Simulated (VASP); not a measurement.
# Pb (Im-3m) in VASP: settings compared

The runs below take Pb through single point, relaxation of cell and atoms, with BLYP+D4, PBE, BLYP+D3(BJ), revPBE+D3(BJ).

All numbers are computed with VASP 6.6.1; they aren't measurements. Logs are shortened: lines on timing, memory, paths and dates and some standing lists are left out, and cuts for length are marked.

**1. The cell of the first run**

The structure is cubic, space group Im-3m (No. 229). Conventional cell: a = 3.977 Å, b = 3.977 Å, c = 3.977 Å, α = 90.00°, β = 90.00°, γ = 90.00°. Within 4.5 Å of Pb (site symmetry m-3m) lie 14 Pb at 3.44 to 3.98 Å.

**2. Single point, BLYP+D4**

Input file INCAR:

```
PREC     = Accurate       # precision mode
ENCUT    = 520            # plane-wave cutoff, eV
EDIFF    = 1E-6           # SCF threshold, eV
ISMEAR   = -1             # smearing method
SIGMA    = 0.05           # smearing width, eV
LREAL    = F              # projectors in reciprocal space
LASPH    = T              # aspherical terms in the spheres
NELM     = 60             # most SCF steps
ALGO     = Normal         # electronic algorithm
ISIF     = 2              # what is computed and relaxed
LWAVE    = F              # write WAVECAR
LCHARG   = T              # write CHGCAR
GGA      = B5             # functional
ALDAX    = 1.0          
AGGAX    = 1.0          
AGGAC    = 1.0          
ALDAC    = 0.0          
IVDW     = 13             # dispersion correction
LELF     = T              # ELF
LVHAR    = T            
NBANDS   = 13             # bands
VDW_S6   = 1.0          
VDW_S8   = 2.34076671   
VDW_A1   = 0.44488865   
VDW_A2   = 4.0933009
```

Input file KPOINTS:

```
Automatic mesh
0
Gamma
  9 9 9
```

Input file POSCAR:

```
Pb
1.0
   -1.9883932487      1.9883932487      1.9883932487
    1.9883932487     -1.9883932487      1.9883932487
    1.9883932487      1.9883932487     -1.9883932487
Pb
1
Direct
    0.0000000000      0.0000000000      0.0000000000
```

Potentials or basis: VASP PAW PBE potentials, release 64 (Pb_d).

Launch:

```bash
> cat potpaw_PBE.64/Pb_d/POTCAR > POTCAR
> mpirun -np 1 vasp_std > vasp.out
```

OUTCAR:

```text
PREC = Accurate
   ENCUT = 520
   EDIFF = 1E-6
   ISMEAR = -1
   LREAL = F
   LASPH = T
   NELM = 60
   ISIF = 2
   GGA = B5
   IVDW = 13

 ion  position               nearest neighbor table
   1  0.000  0.000  0.000-

  LATTYP: Found a body centered cubic cell.
 ALAT       =     3.9767864974

  Lattice vectors:

 A1 = (  -1.9883932487,   1.9883932487,   1.9883932487)
 A2 = (   1.9883932487,  -1.9883932487,   1.9883932487)
 A3 = (   1.9883932487,   1.9883932487,  -1.9883932487)

Analysis of symmetry for initial positions (statically):
=====================================================================
 Subroutine PRICEL returns:
 Original cell was already a primitive cell.

 Routine SETGRP: Setting up the symmetry group for a
 body centered cubic supercell.

 Subroutine GETGRP returns: Found 48 space group operations
 (whereof 48 operations were pure point group operations)
 out of a pool of 48 trial point group operations.

The static configuration has the point symmetry O_h .

Analysis of symmetry for dynamics (positions and initial velocities):
=====================================================================
 Subroutine PRICEL returns:
 Original cell was already a primitive cell.

 Routine SETGRP: Setting up the symmetry group for a
 body centered cubic supercell.

 Subroutine GETGRP returns: Found 48 space group operations
 (whereof 48 operations were pure point group operations)
 out of a pool of 48 trial point group operations.

The dynamic configuration has the point symmetry O_h .

 Subroutine INISYM returns: Found 48 space group operations
 (whereof 48 operations are pure point group operations),
 and found     1 'primitive' translations

----------------------------------------------------------------------------------------

                                     Primitive cell

  volume of cell :      31.4461

  direct lattice vectors                    reciprocal lattice vectors
    -1.988393249  1.988393249  1.988393249     0.000000000  0.251459313  0.251459313
     1.988393249 -1.988393249  1.988393249     0.251459313  0.000000000  0.251459313
     1.988393249  1.988393249 -1.988393249     0.251459313  0.251459313  0.000000000

  length of vectors
     3.443998132  3.443998132  3.443998132     0.355617171  0.355617171  0.355617171

  position of ions in fractional coordinates (direct lattice)
     0.000000000  0.000000000  0.000000000

[... 82 lines left out ...]
   ISYM   =      2    0-nonsym 1-usesym 2-fastsym
   POTIM  = 0.5000    time-step for ionic-motion
   TEBEG  =    0.0;   TEEND  =   0.0 temperature during run
   PSTRESS=    0.0 pullay stress
   NELECT =      14.0000    total number of electrons
   NUPDOWN=      -1.0000    fix difference up-down
   EMIN   =  10.00;   EMAX   =-10.00  energy-range for DOS
   EFERMI =   0.00;   METHOD = LEGACY
   ISMEAR =    -1;   SIGMA  =   0.05  broadening in eV -4-tet -1-fermi 0-gaus
   EFERMI_NEDOS =   21; number of points for ismear=-14 and -15
   IALGO  =     38    algorithm
   IMIX   =      4    mixing-type and parameters
     AMIX     =   0.40;   BMIX     =  1.00
     AMIX_MAG =   1.60;   BMIX_MAG =  1.00
  volume/ion in A,a.u.               =      31.45       212.21
  Fermi-wavevector in a.u.,A,eV,Ry     =   1.250053  2.362258 21.260920  1.562634
  Thomas-Fermi vector in A             =   2.384065
   LORBIT       =      0    0 simple, 1 ext, 2 COOP (PROOUT), +10 PAW based schemes
   GGA     = B5    functional components
   LHFCALC =     F    Hartree Fock is set to
   AEXX    =    0.0000 exact exchange contribution
   IVDW    =    13    specifies the selected vdW correction
   LEPSILON=     F    determine dielectric tensor
   LRPA    =     F    only Hartree local field effects (RPA)
 non-spin polarized calculation
  energy-cutoff  :      520.00
  volume of cell :       31.45
 maximum number of plane-waves:       887
 NGX is ok and might be reduce to    28
   NGX = 13   NGY = 13   NGZ = 13

 number of electron      13.9999999 magnetization

 Free energy of the ion-electron system (eV)
  ---------------------------------------------------
  ext. energy  EPLUGINS =         0.00000000
  ---------------------------------------------------
  free energy    TOTEN  =        -2.77375594 eV

  energy without entropy =       -2.76598085  energy(sigma->0) =       -2.76986840

 E-fermi :   7.4309     XC(G=0):  -9.4313

 val. band max:        7.3601240068   @ k =   0.3333   0.2222   0.0000
 cond. band min:       7.4904136453   @ k =  -0.2222   0.3333   0.1111
 fundamental gap:      0.1302896385
 Fermi energy:         7.4308920141

 k-point     1 :       0.0000    0.0000    0.0000
  band No.  band energies     occupation
      1      -9.7436      2.00000
      2      -9.7436      2.00000
      3      -9.7436      2.00000
      4      -9.5224      2.00000
      5      -9.5224      2.00000
      6      -4.1863      2.00000
      7      14.4658      0.00000
      8      14.4658      0.00000
      9      14.4658      0.00000
     10      18.6856      0.00000
     11      18.6856      0.00000
     12      18.6856      0.00000
     13      19.0848      0.00000
[... 354 lines left out ...]
  band No.  band energies     occupation
      1      -9.7387      2.00000
      2      -9.6861      2.00000
      3      -9.5963      2.00000
      4      -9.5395      2.00000
      5      -9.4117      2.00000
      6      -0.1642      2.00000
      7       4.3222      2.00000
      8       8.0564      0.00001
      9      11.7401      0.00000
     10      16.2682      0.00000
     11      17.6585      0.00000
     12      18.4863      0.00000
     13      20.1471      0.00000

 [... further k-points ...]

------------------------ aborting loop because EDIFF is reached ----------------------------------------

  DFT-D4 for vdW energy calculation

  Edisp (eV):   -0.76280

  FORCE on cell =-STRESS in cart. coord.  units (eV):
  Direction    XX          YY          ZZ          XY          YZ          ZX
  --------------------------------------------------------------------------------------
  -------------------------------------------------------------------------------------
  Total       0.01517     0.01517     0.01517    -0.00000    -0.00000    -0.00000
  in kB       0.77309     0.77309     0.77309    -0.00000    -0.00000    -0.00000
  external pressure =        0.77 kB  Pullay stress =        0.00 kB

 VOLUME and BASIS-vectors are now :
 -----------------------------------------------------------------------------
  energy-cutoff  :      520.00
  volume of cell :       31.45
      direct lattice vectors                 reciprocal lattice vectors
    -1.988393249  1.988393249  1.988393249     0.000000000  0.251459313  0.251459313
     1.988393249 -1.988393249  1.988393249     0.251459313  0.000000000  0.251459313
     1.988393249  1.988393249 -1.988393249     0.251459313  0.251459313  0.000000000

 POSITION                                       TOTAL-FORCE (eV/Angst)
 -----------------------------------------------------------------------------------
      0.00000      0.00000      0.00000         0.000000      0.000000      0.000000
 -----------------------------------------------------------------------------------
    total drift:                               -0.000000     -0.000000     -0.000000

  FREE ENERGIE OF THE ION-ELECTRON SYSTEM (eV)
  ---------------------------------------------------
  free  energy   TOTEN  =        -3.5365606028 eV

  energy  without entropy=       -3.5287855076  energy(sigma->0) =       -3.53267306
```

OSZICAR:

```text
N       E                     dE             d eps       ncg     rms          rms(c)
DAV:   1     0.107478098005E+03    0.10748E+03   -0.69674E+03   915   0.122E+03
DAV:   2     0.227676935800E+01   -0.10520E+03   -0.10203E+03   935   0.304E+02
DAV:   3    -0.267676923952E+01   -0.49535E+01   -0.49245E+01  1160   0.725E+01
DAV:   4    -0.279623462314E+01   -0.11947E+00   -0.11943E+00  1063   0.121E+01
DAV:   5    -0.280218597097E+01   -0.59513E-02   -0.59511E-02  1302   0.250E+00    0.839E-01
DAV:   6    -0.277781876323E+01    0.24367E-01   -0.38539E-02  1145   0.364E+00    0.327E-01
DAV:   7    -0.277387358467E+01    0.39452E-02   -0.13116E-02  1165   0.196E+00    0.716E-02
DAV:   8    -0.277376373469E+01    0.10985E-03   -0.58988E-04  1141   0.358E-01    0.131E-02
DAV:   9    -0.277375660870E+01    0.71260E-05   -0.28044E-05  1161   0.859E-02    0.555E-03
DAV:  10    -0.277375594287E+01    0.66584E-06   -0.25652E-06  1050   0.145E-02
   1 F= -.35365606E+01 E0= -.35326731E+01  d E =-.777510E-02
```

stdout:

```text
POSCAR found type information on POSCAR Pb
 POSCAR found :  1 types and       1 ions
 scaLAPACK will be used
 -----------------------------------------------------------------------------
|                                                                             |
|                                                                             |
|     You enforced a specific xc type in the INCAR file but a different       |
|     I HOPE YOU KNOW WHAT YOU ARE DOING!                                     |
|                                                                             |
 -----------------------------------------------------------------------------

 LDA part: xc-table for (Slater(with rela. corr.)+VWN5), standard interpolation
 POSCAR, INCAR and KPOINTS ok, starting setup
 FFT: planning ... GRIDC
 FFT: planning ... GRID_SOFT
 FFT: planning ... GRID
 WAVECAR not read
 entering main loop
```

Run time: 15 s. Hardware: 1 thread of Intel Xeon 6975P-C, shared host; peak memory 0.16 GiB.

What came out:

- Free energy: -3.5366 eV
- Pressure: 0.1 GPa
- Band gap on the k mesh: zero (band 7 reaches 14.47 eV, above the bottom of band 8 at 5.48 eV)
- Dispersion energy per atom: -0.763 eV

Caveat: the PAW data sets were made with another functional, which shifts forces and pressure a little; spin-orbit coupling is left out, which moves the levels of the heavy elements; pairwise dispersion overbinds metals, which lowers pressure and volume.

**3. Single point, PBE**

This run uses another cell than the first one, of 31.03 Å³/atom, 0.987 times its volume.

Input file INCAR:

```
SYSTEM = Pb
PREC = Accurate
ENCUT = 520
EDIFF = 1E-7
ISMEAR = 0
SIGMA = 0.028000000000000004
LREAL = .False.
LASPH = .True.
NELM = 80
ALGO = Normal
ISIF = 2
LWAVE = .False.
LCHARG = .False.
GGA = PE
NBANDS = 13
```

Input file KPOINTS:

```
regular mesh
0
Gamma
  9 9 9
  0 0 0
```

Input file POSCAR:

```
Pb
1.0
   -1.9796595667      1.9796595667      1.9796595667
    1.9796595667     -1.9796595667      1.9796595667
    1.9796595667      1.9796595667     -1.9796595667
Pb
1
Direct
    0.0000000000      0.0000000000      0.0000000000
```

Potentials or basis: VASP PAW PBE potentials, release 64 (Pb_d).

Launch:

```bash
> cat potpaw_PBE.64/Pb_d/POTCAR > POTCAR
> mpirun -np 1 vasp_std > vasp.out
```

Run time: 9.1 s. Hardware: 1 thread of Intel Xeon 6975P-C, shared host; peak memory 0.16 GiB.

Results (log left out):

| Property | Result |
| --- | --- |
| Free energy | -3.5026 eV |
| Pressure | 0.6 GPa |
| Band gap on the k mesh | zero (band 7 reaches 14.46 eV, above the bottom of band 8 at 5.02 eV) |

Levels at points of the mesh, in eV from the Fermi level:
```csv
k point,band 5,band 6,band 7,band 8,band 9,band 10
"(0.00, 0.00, 0.00)",-17.02,-11.72,7.32,7.32,7.32,10.96
```

Caveat: spin-orbit coupling is left out, which moves the levels of the heavy elements.

[end of part 1 of 3]
